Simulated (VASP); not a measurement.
Set up this calculation in VASP 6.6.1, as the native input.

| Property | Result |
| --- | --- |
| Task | electric field gradients |
| Functional | PBE |
| Potentials or basis | VASP PAW PBE potentials, release 64 (Ta_pv) |
| Cutoff | 520 eV |
| k mesh | 17 × 17 × 17 |
| Occupations | fermi-dirac, width 0.08 eV |
| Spin | no spin polarisation |
| Dipole correction | no |
| Further INCAR settings | ALGO = Normal; EDIFF = 1e-08; NBANDS = 12 |

The structure of Ta lies in POSCAR:

```
Ta
1.0
   -1.6677928000      1.6677928000      1.6512800000
    1.6677928000     -1.6677928000      1.6512800000
    1.6677928000      1.6677928000     -1.6512800000
Ta
1
Direct
    0.0000000000      0.0000000000      0.0000000000
```

This cell differs from its parent crystal: equal xx and yy strain of +1 %.

The input as run:

INCAR

```
SYSTEM = Ta
PREC = Accurate
ENCUT = 520
EDIFF = 1E-8
ISMEAR = -1
SIGMA = 0.08
LREAL = .False.
LASPH = .True.
NELM = 80
ALGO = Normal
ISIF = 2
LWAVE = .False.
LCHARG = .False.
GGA = PE
LEFG = .True.
NBANDS = 12
```

KPOINTS

```
Automatic mesh
0
Gamma
  17 17 17
  0 0 0
```

Potentials or basis: VASP PAW PBE potentials, release 64 (Ta_pv).

Launch:

```bash
$ cat potpaw_PBE.64/Ta_pv/POTCAR > POTCAR
$ mpirun -np 1 vasp_std > vasp.out
```

It gave:

The pressure is -0.7 GPa.

Caveat: the cell differs from its parent crystal (equal xx and yy strain of +1 %); without QUAD_EFG the Cq values of the log hold for a quadrupole moment of 1 mb, not for the nuclei.

Wall time 34 s on 1 thread of Intel(R) Xeon(R) Platinum 8488C (Sapphire Rapids) (shared host), peak memory 0.2 GiB.
